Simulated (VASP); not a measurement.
SnN2F2: single point with LDA

SnN2F2:

```
Sn N F
1.0
     4.39704   -2.64701    0.00000
     4.39704    2.64701    0.00000
    -1.25295    0.00000    3.52112
Sn N F
1 2 2
Direct
  0.00000 0.00000 0.00000
  0.53801 0.53801 0.90607
  0.46199 0.46199 0.09393
  0.82764 0.82764 0.36347
  0.17236 0.17236 0.63653
```

- Program: VASP 6.6.1
- Task: single point
- Functional: LDA
- Potentials or basis: VASP PAW LDA potentials, release 64 (Sn_d, N, F)
- Cutoff: 520 eV
- k mesh: 6 × 6 × 6
- Occupations: gaussian, width 0.01 eV
- Spin: no spin polarisation
- Dipole correction: no
- Further INCAR settings: ALGO = Normal; EDIFF = 1e-07; NBANDS = 27

The pressure is 0.0 GPa. The largest force is 1.313 eV/Å and the band gap on the k mesh is 0.96 eV.

Forces in eV/Å, atoms in the order of the input:
```
Sn   0.000  0.000  0.000
N   -1.072  0.000  0.758
N    1.072  0.000 -0.758
F    0.394  0.000  0.105
F   -0.394  0.000 -0.105
```

Stress tensor (GPa, compression positive):
```
-5.55  0.00  1.43
 0.00 11.34  0.00
 1.43  0.00 -5.69
```

Levels at points of the mesh, in eV from the valence-band top:
| k point | band 15 | band 16 | band 17 | band 18 | band 19 | band 20 | band 21 | band 22 | band 23 | band 24 |
| --- | --- | --- | --- | --- | --- | --- | --- | --- | --- | --- |
| (0.00, 0.00, 0.00) | -3.40 | -3.34 | -2.97 | -2.79 | -1.93 | 1.87 | 2.13 | 3.89 | 4.46 | 7.01 |
| (0.50, 0.00, 0.00) | -3.33 | -3.23 | -3.02 | -2.95 | -1.20 | 1.31 | 2.00 | 2.94 | 3.70 | 7.48 |
| (0.50, 0.50, 0.00) | -3.46 | -3.26 | -2.86 | -2.67 | -1.64 | 1.92 | 2.01 | 2.75 | 4.55 | 7.09 |
| (0.00, 0.00, 0.50) | -4.17 | -3.12 | -3.07 | -2.83 | -0.56 | 1.45 | 2.88 | 4.46 | 4.57 | 5.72 |
| (0.50, 0.00, 0.50) | -4.27 | -3.08 | -2.89 | -2.64 | 0.00 | 0.96 | 2.75 | 2.93 | 4.82 | 6.24 |
| (0.50, 0.50, 0.50) | -4.16 | -3.32 | -2.81 | -2.80 | -0.41 | 1.43 | 3.03 | 4.44 | 4.92 | 5.52 |

Wall time 2.7 min on 1 thread of Intel(R) Xeon(R) Platinum 8488C (Sapphire Rapids), with other jobs on the host, peak memory 0.26 GiB.

Caveat: the standard files for N, O and F lose accuracy on very short bonds; spin-orbit coupling is left out, which moves the levels of the heavy elements; forces of over 1 eV/Å act on the atoms, so gaps and moduli don't describe the material at rest. A k mesh can miss the band edges.
